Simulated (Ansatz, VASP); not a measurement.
**Two plane-wave programs on AlN**

```xyz
2
Lattice="0.0000 2.1840 2.1840 2.1840 0.0000 2.1840 2.1840 2.1840 0.0000" Properties=species:S:1:pos:R:3 pbc="T T T"
Al    0.0000    0.0000    0.0000
N     1.0920    1.0920    1.0920
```

Alike in both runs: task relaxation of cell and atoms; functional r2SCAN; k mesh 10 × 10 × 10; occupations fermi-dirac, width 0.05 eV; no spin polarisation.

|  | VASP | Ansatz |
| --- | --- | --- |
| version | VASP 6.6.1 | Ansatz 0.2.0 |
| potentials or method | VASP PAW PBE potentials, release 64 (Al, N) | Ansatz PAW |
| plane-wave cutoff (eV) | 600 | 500 |
| valence electrons in the cell | 8 | 8 |

```tsv
	VASP	Ansatz	Ansatz less VASP
gap on the k mesh at the Fermi level, each at its own relaxed structure (eV)	3.93	3.94	+0.006
relaxed volume (Å³/atom)	10.42	10.43	+0.013
relaxed cell length with the largest relative difference (Å)	3.089	3.090	+0.0013
```

VASP's potentials were made for PBE, not for r2SCAN.

Noted on VASP's run: the relaxation stopped at its first step, so nothing moved. Noted on Ansatz's run: the plane-wave basis is chosen anew once the cell has moved, so the energies of steps on either side of that aren't comparable.
